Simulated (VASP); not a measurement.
# Ge (Ia-3) in VASP: single point with PBEsol

Aim: the single point of Ge with PBEsol.

Program: VASP 6.6.1. These are calculated values, not measurements. Logs are shortened: lines on timing, memory, paths and dates and some standing lists are left out, and cuts for length are marked.

### 1 The cell of the first run

The structure is cubic, space group Ia-3 (No. 206). Conventional cell: a = 6.968 Å, b = 6.968 Å, c = 6.968 Å, α = 90.00°, β = 90.00°, γ = 90.00°. Within 3.2 Å of Ge (site symmetry 3) lie 4 Ge at 2.43 to 2.51 Å.

### 2 Single point, PBEsol

Contents of INCAR:

```
SYSTEM = Ge
PREC = Accurate
ENCUT = 520
EDIFF = 1E-7
ISMEAR = 0
SIGMA = 0.1
LREAL = .FALSE.
LASPH = .TRUE.
NELM = 80
ALGO = Normal
ISIF = 2
LWAVE = .FALSE.
LCHARG = .FALSE.
GGA = PS
NBANDS = 66
```

Contents of KPOINTS:

```
regular mesh
0
G
  4 4 4
  0 0 0
```

Contents of POSCAR:

```
Ge
1.0
   -3.4841702800      3.4841702800      3.4841702800
    3.4841702800     -3.4841702800      3.4841702800
    3.4841702800      3.4841702800     -3.4841702800
Ge
8
Direct
    0.5000000000      0.0000000000      0.7988990800
    0.7988990800      0.5000000000      0.0000000000
    0.0000000000      0.7988990800      0.5000000000
    0.7011009200      0.7011009200      0.7011009200
    0.5000000000      0.0000000000      0.2011009200
    0.2011009200      0.5000000000      0.0000000000
    0.0000000000      0.2011009200      0.5000000000
    0.2988990800      0.2988990800      0.2988990800
```

Potentials or basis: VASP PAW PBE potentials, release 64 (Ge_d).

Started as:

```bash
cat potpaw_PBE.64/Ge_d/POTCAR > POTCAR
mpirun -np 1 vasp_std > vasp.out
```

OUTCAR:

```text
SYSTEM = Ge
   PREC = Accurate
   ENCUT = 520
   EDIFF = 1E-7
   ISMEAR = 0
   LREAL = .FALSE.
   LASPH = .TRUE.
   NELM = 80
   ISIF = 2
   GGA = PS

 ion  position               nearest neighbor table
   1  0.500  0.000  0.799-   5 2.43   4 2.51   2 2.51   3 2.51
   2  0.799  0.500  0.000-   6 2.43   4 2.51   3 2.51   1 2.51
   3  0.000  0.799  0.500-   7 2.43   4 2.51   1 2.51   2 2.51
   4  0.701  0.701  0.701-   8 2.43   2 2.51   3 2.51   1 2.51
   5  0.500  0.000  0.201-   1 2.43   7 2.51   8 2.51   6 2.51
   6  0.201  0.500  0.000-   2 2.43   5 2.51   8 2.51   7 2.51
   7  0.000  0.201  0.500-   3 2.43   6 2.51   8 2.51   5 2.51
   8  0.299  0.299  0.299-   4 2.43   5 2.51   6 2.51   7 2.51

  LATTYP: Found a body centered cubic cell.
 ALAT       =     6.9683405600

  Lattice vectors:

 A1 = (  -3.4841702800,   3.4841702800,   3.4841702800)
 A2 = (   3.4841702800,  -3.4841702800,   3.4841702800)
 A3 = (   3.4841702800,   3.4841702800,  -3.4841702800)

Analysis of symmetry for initial positions (statically):
=====================================================================
 Subroutine PRICEL returns:
 Original cell was already a primitive cell.

 Routine SETGRP: Setting up the symmetry group for a
 body centered cubic supercell.

 Subroutine GETGRP returns: Found 24 space group operations
 (whereof  6 operations were pure point group operations)
 out of a pool of 48 trial point group operations.

The static configuration has the point symmetry S_6 .
 The point group associated with its full space group is T_h .

Analysis of symmetry for dynamics (positions and initial velocities):
=====================================================================
 Subroutine PRICEL returns:
 Original cell was already a primitive cell.

 Routine SETGRP: Setting up the symmetry group for a
 body centered cubic supercell.

 Subroutine GETGRP returns: Found 24 space group operations
 (whereof  6 operations were pure point group operations)
 out of a pool of 48 trial point group operations.

The dynamic configuration has the point symmetry S_6 .
 The point group associated with its full space group is T_h .

 Subroutine INISYM returns: Found 24 space group operations
 (whereof  6 operations are pure point group operations),
 and found     1 'primitive' translations

----------------------------------------------------------------------------------------

                                     Primitive cell

  volume of cell :     169.1835

  direct lattice vectors                    reciprocal lattice vectors
    -3.484170280  3.484170280  3.484170280     0.000000000  0.143506189  0.143506189
     3.484170280 -3.484170280  3.484170280     0.143506189  0.000000000  0.143506189
     3.484170280  3.484170280 -3.484170280     0.143506189  0.143506189  0.000000000

  length of vectors
     6.034759947  6.034759947  6.034759947     0.202948399  0.202948399  0.202948399

  position of ions in fractional coordinates (direct lattice)
     0.500000000  0.000000000  0.798899080
     0.798899080  0.500000000  0.000000000
     0.000000000  0.798899080  0.500000000
     0.701100920  0.701100920  0.701100920
     0.500000000  0.000000000  0.201100920
     0.201100920  0.500000000  0.000000000
     0.000000000  0.201100920  0.500000000
     0.298899080  0.298899080  0.298899080

  ion indices of the primitive-cell ions
   primitive index   ion index
                 1           1
                 2           2
                 3           3
                 4           4
                 5           5
                 6           6
                 7           7
                 8           8

----------------------------------------------------------------------------------------

 KPOINTS: regular mesh

Automatic generation of k-mesh.
 Grid dimensions read from file:
 generate k-points for:    4    4    4

 Generating k-lattice:

  Cartesian coordinates                     Fractional coordinates (reciprocal lattice)
     0.000000000  0.035876547  0.035876547     0.250000000  0.000000000  0.000000000
     0.035876547  0.000000000  0.035876547     0.000000000  0.250000000  0.000000000
     0.035876547  0.035876547  0.000000000     0.000000000  0.000000000  0.250000000

  Length of vectors
     0.050737100  0.050737100  0.050737100

  Shift w.r.t. Gamma in fractional coordinates (k-lattice)
     0.000000000  0.000000000  0.000000000

 Subroutine IBZKPT returns following result:
 ===========================================

 Found      8 irreducible k-points:

 Following reciprocal coordinates:
            Coordinates               Weight
  0.000000  0.000000  0.000000      1.000000
  0.250000  0.000000  0.000000     12.000000
  0.500000  0.000000  0.000000      6.000000
  0.250000  0.250000  0.000000     24.000000
  0.250000  0.250000  0.250000      2.000000
 -0.250000  0.250000  0.250000      6.000000
  0.500000  0.500000  0.250000     12.000000
  0.500000  0.500000  0.500000      1.000000
   k-points           NKPTS =      8   k-points in BZ     NKDIM =      8   number of bands    NBANDS=     66
   number of dos      NEDOS =    301   number of ions     NIONS =      8
   total plane-waves  NPLWV = 110592
   dimension x,y,z NGX =    48 NGY =   48 NGZ =   48
   dimension x,y,z NGXF=    96 NGYF=   96 NGZF=   96
   ions per type =               8
   NGX,Y,Z   is equivalent  to a cutoff of  13.22, 13.22, 13.22 a.u.
   NGXF,Y,Z  is equivalent  to a cutoff of  26.45, 26.45, 26.45 a.u.
 SYSTEM =  Ge
   PREC   = accura    normal or accurate (medium, high low for compatibility)
   ISTART =      0    job   : 0-new  1-cont  2-samecut
   ICHARG =      2    charge: 1-file 2-atom 10-const
   ISPIN  =      1    spin polarized calculation?
   LNONCOLLINEAR =      F non collinear calculations
   LSORBIT =      F    spin-orbit coupling
   LASPH  =      T    aspherical Exc in radial PAW
   ENCUT  =  520.0 eV  38.22 Ry    6.18 a.u.  11.22 11.22 11.22*2*pi/ulx,y,z
   NELM   =     80;   NELMIN=  2; NELMDL= -5     # of ELM steps
   EDIFF  = 0.1E-06   stopping-criterion for ELM
   LREAL  =      F    real-space projection
   EDIFFG = 0.1E-05   stopping-criterion for IOM
   NSW    =      0    number of steps for IOM
   IBRION =     -1    ionic relax: 0-MD 1-quasi-New 2-CG
   NFREE  =      0    steps in history (QN), initial steepest desc. (CG)
   ISIF   =      2    stress and relaxation
   ISYM   =      2    0-nonsym 1-usesym 2-fastsym
   POTIM  = 0.5000    time-step for ionic-motion
   TEBEG  =    0.0;   TEEND  =   0.0 temperature during run
   PSTRESS=    0.0 pullay stress
   NELECT =     112.0000    total number of electrons
   NUPDOWN=      -1.0000    fix difference up-down
   EMIN   =  10.00;   EMAX   =-10.00  energy-range for DOS
   EFERMI =   0.00;   METHOD = LEGACY
   ISMEAR =     0;   SIGMA  =   0.10  broadening in eV -4-tet -1-fermi 0-gaus
   EFERMI_NEDOS =   21; number of points for ismear=-14 and -15
   IALGO  =     38    algorithm
   IMIX   =      4    mixing-type and parameters
     AMIX     =   0.40;   BMIX     =  1.00
     AMIX_MAG =   1.60;   BMIX_MAG =  1.00
  volume/ion in A,a.u.               =      21.15       142.71
  Fermi-wavevector in a.u.,A,eV,Ry     =   1.426795  2.696251 27.697964  2.035743
  Thomas-Fermi vector in A             =   2.547033
   LORBIT       =      0    0 simple, 1 ext, 2 COOP (PROOUT), +10 PAW based schemes
   GGA     = PS    functional components
   LHFCALC =     F    Hartree Fock is set to
   AEXX    =    0.0000 exact exchange contribution
   IVDW    =     0    specifies the selected vdW correction
   LEPSILON=     F    determine dielectric tensor
   LRPA    =     F    only Hartree local field effects (RPA)
 non-spin polarized calculation
 Gauss-broadening in eV      SIGMA  =   0.10
  energy-cutoff  :      520.00
  volume of cell :      169.18
 maximum number of plane-waves:      4562
 NGX is ok and might be reduce to    48
   NGX = 23   NGY = 23   NGZ = 23

 number of electron     112.0000034 magnetization

 Free energy of the ion-electron system (eV)
  ---------------------------------------------------
  ext. energy  EPLUGINS =         0.00000000
  ---------------------------------------------------
  free energy    TOTEN  =       -38.55097194 eV

  energy without entropy =      -38.53865307  energy(sigma->0) =      -38.54481250

 E-fermi :   5.1432     XC(G=0): -10.6220

 val. band max:        5.0904121772   @ k =   0.5000   0.5000   0.2500
 cond. band min:       5.7160393890   @ k =   0.5000   0.5000   0.2500
 fundamental gap:      0.6256272118
 Fermi energy:         5.1431783157

 k-point     1 :       0.0000    0.0000    0.0000
  band No.  band energies     occupation
      1     -19.3789      2.00000
      2     -19.3690      2.00000
      3     -19.3690      2.00000
      4     -19.3690      2.00000
      5     -19.3488      2.00000
      6     -19.3488      2.00000
[... 58 lines left out ...]
     65      10.2352      0.00000
     66      12.0541      0.00000

 k-point     2 :       0.2500    0.0000    0.0000
  band No.  band energies     occupation
      1     -19.3793      2.00000
      2     -19.3754      2.00000
      3     -19.3667      2.00000
      4     -19.3641      2.00000
      5     -19.3450      2.00000
      6     -19.3409      2.00000
[... 58 lines left out ...]
     65      10.7113      0.00000
     66      10.7780      0.00000

 k-point     3 :       0.5000    0.0000    0.0000
  band No.  band energies     occupation
      1     -19.3792      2.00000
      2     -19.3792      2.00000
      3     -19.3612      2.00000
      4     -19.3612      2.00000
      5     -19.3350      2.00000
      6     -19.3350      2.00000
[... 334 lines left out ...]
     65       9.7394      0.00000
     66       9.8101      0.00000

 k-point     8 :       0.5000    0.5000    0.5000
  band No.  band energies     occupation
      1     -19.3812      2.00000
      2     -19.3812      2.00000
      3     -19.3812      2.00000
      4     -19.3216      2.00000
      5     -19.3216      2.00000
      6     -19.3216      2.00000
[... 58 lines left out ...]
     65       8.6642      0.00000
     66       9.5267      0.00000

------------------------ aborting loop because EDIFF is reached ----------------------------------------

  FORCE on cell =-STRESS in cart. coord.  units (eV):
  Direction    XX          YY          ZZ          XY          YZ          ZX
  --------------------------------------------------------------------------------------
  -------------------------------------------------------------------------------------
  Total       -0.4465769     -0.4465769     -0.4465769      0.0000000      0.0000000     -0.0000000
  in kB       -4.2291077     -4.2291077     -4.2291077      0.0000000      0.0000000     -0.0000000
  external PRESSURE =      -4.2291077 kB  Pullay stress =       0.0000000 kB

 VOLUME and BASIS-vectors are now :
 -----------------------------------------------------------------------------
  energy-cutoff  :      520.00
  volume of cell :      169.18
      direct lattice vectors                 reciprocal lattice vectors
    -3.484170280  3.484170280  3.484170280     0.000000000  0.143506189  0.143506189
     3.484170280 -3.484170280  3.484170280     0.143506189  0.000000000  0.143506189
     3.484170280  3.484170280 -3.484170280     0.143506189  0.143506189  0.000000000

 POSITION                                       TOTAL-FORCE (eV/Angst)
 -----------------------------------------------------------------------------------
      1.04142      4.52559     -1.04142        -0.105756     -0.105756      0.105756
     -1.04142      1.04142      4.52559         0.105756     -0.105756     -0.105756
      4.52559     -1.04142      1.04142        -0.105756      0.105756     -0.105756
      2.44275      2.44275      2.44275         0.105756      0.105756      0.105756
     -1.04142      2.44275      1.04142         0.105756      0.105756     -0.105756
      1.04142     -1.04142      2.44275        -0.105756      0.105756      0.105756
      2.44275      1.04142     -1.04142         0.105756     -0.105756      0.105756
      1.04142      1.04142      1.04142        -0.105756     -0.105756     -0.105756
 -----------------------------------------------------------------------------------
    total drift:                                0.000000      0.000000     -0.000000

  FREE ENERGIE OF THE ION-ELECTRON SYSTEM (eV)
  ---------------------------------------------------
  free  energy   TOTEN  =       -38.5509719386 eV

  energy  without entropy=      -38.5386530664  energy(sigma->0) =      -38.54481250
```

It took 76 s on 1 thread of AMD EPYC 9R45 (Zen 5), shared host; peak memory 0.3 GiB.

Results:

```yaml
Free_energy: -38.5510 eV
Pressure: -0.4 GPa
Largest_force: 0.183 eV/Å
Band_gap_on_the_k_mesh: zero (band 56 reaches 5.79 eV, above the bottom of band 57 at 5.08 eV)
```

Forces on the atoms (eV/Å):
```
Ge  -0.106 -0.106  0.106
Ge   0.106 -0.106 -0.106
Ge  -0.106  0.106 -0.106
Ge   0.106  0.106  0.106
Ge   0.106  0.106 -0.106
Ge  -0.106  0.106  0.106
Ge   0.106 -0.106  0.106
Ge  -0.106 -0.106 -0.106
```

Caveat: the PAW data sets were made with another functional, which shifts forces and pressure a little.
